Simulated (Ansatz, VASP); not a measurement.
**Two plane-wave programs on Cd4Se3**

```
Cd Se
1.0
     5.81387    0.00000    0.00000
     0.00000    5.81387    0.00000
     0.00000    0.00000    5.81387
Cd Se
4 3
Cartesian
  4.1238 4.1238 4.1238
  1.6901 1.6901 4.1238
  1.6901 4.1238 1.6901
  4.1238 1.6901 1.6901
  0.0000 0.0000 2.9069
  2.9069 0.0000 0.0000
  0.0000 2.9069 0.0000
```

Change from the starting cell: species swapped into the Ge3As4 type (P-43m, No. 215).

Alike in both runs: functional PBE; k mesh 3 × 3 × 3; occupations gaussian, width 0.2 eV; no spin polarisation.

Ansatz relaxed the structure, and its values are those at the end. VASP's run is a single point on that final structure, the one shown.

```csv
,VASP,Ansatz
version,VASP 6.6.1,Ansatz 0.2.0
potentials or method,"VASP PAW PBE potentials, release 64 (Cd, Se), cutoff 520 eV","scalar-relativistic, plane waves, PAW"
valence electrons in the cell,66,128
```

```tsv
	VASP	Ansatz	Ansatz less VASP
gap on the k mesh at the Fermi level (eV)	1.45	1.45	-0.002
least direct gap on the mesh (eV)	1.63	1.63	+0.002
pressure (GPa)	0.1	-0.2	-0.27
rms of the force components (eV/Å)	0.017	0.006	-0.0113
```

With one functional, cell and mesh, what is left measures potentials, basis and numerics. VASP's potentials hold 66 valence electrons a cell and Ansatz's 128, so a difference there can come from the potentials and not from the codes.
